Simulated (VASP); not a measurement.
Set up this calculation in VASP 6.6.1, as the native input.

* Task: single point
* Functional: revPBE
* Dispersion: D4
* Potentials or basis: VASP PAW PBE potentials, release 64 (W_sv, Au)
* Cutoff: 520 eV
* k mesh: 8 × 8 × 8
* Occupations: fermi-dirac, width 0.05 eV
* Spin: no spin polarisation
* Dipole correction: no
* Further INCAR settings: ALGO = Normal; EDIFF = 1e-06; NBANDS = 20

The structure of WAu lies in POSCAR:

```
WAu
1.0
    0.0000000000      2.8799201924      2.8799201924
    2.8799201924      0.0000000000      2.8799201924
    2.8799201924      2.8799201924      0.0000000000
W Au
1 1
Direct
    0.0000000000      0.0000000000      0.0000000000
    0.7500000000      0.7500000000      0.7500000000
```

One way to write it, as run:

INCAR

```
SYSTEM = WAu
PREC = Accurate ; ENCUT = 520
EDIFF = 1E-6 ; ISMEAR = -1
SIGMA = 0.05 ; LREAL = .FALSE.
LASPH = .TRUE. ; NELM = 100
ALGO = Normal ; ISIF = 2
LWAVE = .FALSE. ; LCHARG = .FALSE.
GGA = RE ; IVDW = 13
NBANDS = 20
```

KPOINTS

```
Automatic mesh
0
G
  8 8 8
  0 0 0
```

Potentials or basis: VASP PAW PBE potentials, release 64 (W_sv, Au).

Run with:

```sh
$ cat potpaw_PBE.64/W_sv/POTCAR potpaw_PBE.64/Au/POTCAR > POTCAR
$ mpirun -np 1 vasp_std > vasp.out
```

Results of the run:

| Property | Result |
| --- | --- |
| Pressure | 0.1 GPa |
| Dispersion energy per atom | -0.861 eV |

Caveat: the PAW data sets were made with another functional, which shifts forces and pressure a little; pairwise dispersion overbinds metals, which lowers pressure and volume.

It took 39 s on 1 thread of Intel(R) Xeon(R) Platinum 8259CL CPU @ 2.50GHz (Skylake/Cascade Lake) (shared host), peak memory 0.18 GiB.
